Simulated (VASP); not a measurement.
# TeMo2: single point with PBE

The system is TeMo2.

```xyz
3
Lattice="4.8801 0.0000 0.0000 0.0000 2.9571 0.0000 0.0000 0.0000 4.9729" Properties=species:S:1:pos:R:3 pbc="T T T"
Te    0.0000    1.4785    2.4864
Mo    2.4401    1.4785    1.0724
Mo    2.4401    1.4785    3.9005
```

The cell was built from a structure type or drawn by symmetry, and may not be a known phase.

```yaml
Program: VASP 6.6.1
Task: single point
Functional: PBE
Potentials_or_basis: VASP PAW PBE potentials, release 64 (Te, Mo_sv)
Cutoff: 500 eV
k_mesh: 6 × 5 × 4
Occupations: gaussian, width 0.2 eV
Spin: no spin polarisation
Dipole_correction: no
Further_INCAR_settings: ALGO = Normal; EDIFF = 1e-06; NBANDS = 24
```

```
Pressure               : 0.7 GPa
Largest force          : 0.337 eV/Å
Band gap on the k mesh : zero (bands 17 and 18 overlap by 0.83 eV)
```

Forces in eV/Å, atoms in the order of the input:
```
Te   0.000  0.000  0.000
Mo   0.000  0.000  0.337
Mo   0.000  0.000 -0.337
```

Stress tensor (GPa, compression positive):
```
0.04 0.00 0.00
0.00 0.28 0.00
0.00 0.00 1.65
```

Levels at points of the mesh, in eV from the Fermi level:
| k point | band 14 | band 15 | band 16 | band 17 | band 18 | band 19 | band 20 | band 21 |
| --- | --- | --- | --- | --- | --- | --- | --- | --- |
| (0.00, 0.00, 0.00) | -1.37 | -1.28 | -1.15 | -0.79 | 0.73 | 1.95 | 2.49 | 3.09 |
| (0.50, 0.00, 0.00) | -2.94 | -1.22 | -1.16 | 0.28 | 0.30 | 1.90 | 1.92 | 2.70 |
| (0.00, 0.00, 0.50) | -2.10 | -0.45 | -0.37 | -0.11 | 0.95 | 1.66 | 1.91 | 1.94 |
| (0.50, 0.00, 0.50) | -1.76 | -1.45 | -0.37 | -0.09 | 0.34 | 0.83 | 0.91 | 1.06 |

Wall time 33 s on 1 thread of AMD EPYC 9R45 96-Core Processor (Zen 5), on a shared host, peak memory 0.18 GiB.

Caveat: the k points lie up to 0.42 Å⁻¹ apart, too coarse for converged energies and pressures of a metal; spin-orbit coupling is left out, which moves the levels of the heavy elements.
